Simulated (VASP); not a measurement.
# Nb: single point with PBEsol

The system is Nb.

```
Nb
1.0
     0.00000    2.86746    2.86746
     2.86746    0.00000    2.86746
     2.86746    2.86746    0.00000
Nb
2
Cartesian
  0.7169 0.7169 0.7169
  5.0181 5.0181 5.0181
```

This isn't the form of Nb at room conditions, which is bcc.

```yaml
Program: VASP 6.6.1
Task: single point
Functional: PBEsol
Potentials_or_basis: VASP PAW PBE potentials, release 64 (Nb_sv)
Cutoff: 520 eV
k_mesh: 11 × 11 × 11
Occupations: fermi-dirac, width 0.1 eV
Spin: no spin polarisation
```

```
Pressure               : 3.4 GPa
Band gap on the k mesh : zero (bands 13 and 14 overlap by 1.43 eV)
```

Levels at points of the mesh, in eV from the Fermi level:
```csv
k point,band 10,band 11,band 12,band 13,band 14,band 15,band 16,band 17
"(0.00, 0.00, 0.00)",-1.74,-1.74,-0.58,-0.58,-0.58,2.07,2.07,2.07
```

It took 28 s on 1 thread of Intel(R) Xeon(R) Platinum 8559C (Emerald Rapids) (shared host), peak memory 0.18 GiB.

Caveat: the cell stands under pressure; the PAW data sets were made with another functional, which shifts forces and pressure a little.
